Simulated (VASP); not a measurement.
A run of VASP 6.6.1 is set up as follows.

INCAR

```
SYSTEM = Ca
PREC = Accurate
ENCUT = 520
EDIFF = 1E-6
ISMEAR = 0
SIGMA = 0.14
LREAL = .FALSE.
LASPH = .TRUE.
NELM = 100
ALGO = Fast
ISIF = 2
LWAVE = .FALSE.
LCHARG = .TRUE.
GGA = PE
LELF = .TRUE.
LVHAR = .TRUE.
NBANDS = 28
NELECT = 40.5
```

The input KPOINTS:

```
regular mesh
0
G
  4 4 4
  0 0 0
```

Contents of POSCAR:

```
Ca
1.0
   -3.7227727908      3.7277646150      3.3301431152
    3.7227727908     -3.7277646150      3.3301431152
    3.7227727908      3.7277646150     -3.3301431152
Ca
4
Direct
    0.1704225300      0.6708298800      0.8412524100
    0.8295774700      0.3291701200      0.1587475900
    0.6704225300      0.8291701200      0.4995926500
    0.3295774700      0.1708298800      0.5004073500
```

Potentials or basis: VASP PAW PBE potentials, release 64 (Ca_sv).

Run with:

```sh
$ cat potpaw_PBE.64/Ca_sv/POTCAR > POTCAR
$ mpirun -np 1 vasp_std > vasp.out
```

Q: Predict the largest force.

A: 0.013 eV/Å.

Forces on the atoms (eV/Å):
```
Ca  -0.007 -0.011  0.000
Ca   0.007  0.011  0.000
Ca   0.007 -0.011  0.000
Ca  -0.007  0.011  0.000
```

Caveat: the cell carries a net charge on a neutralising background, which shifts energy and pressure.
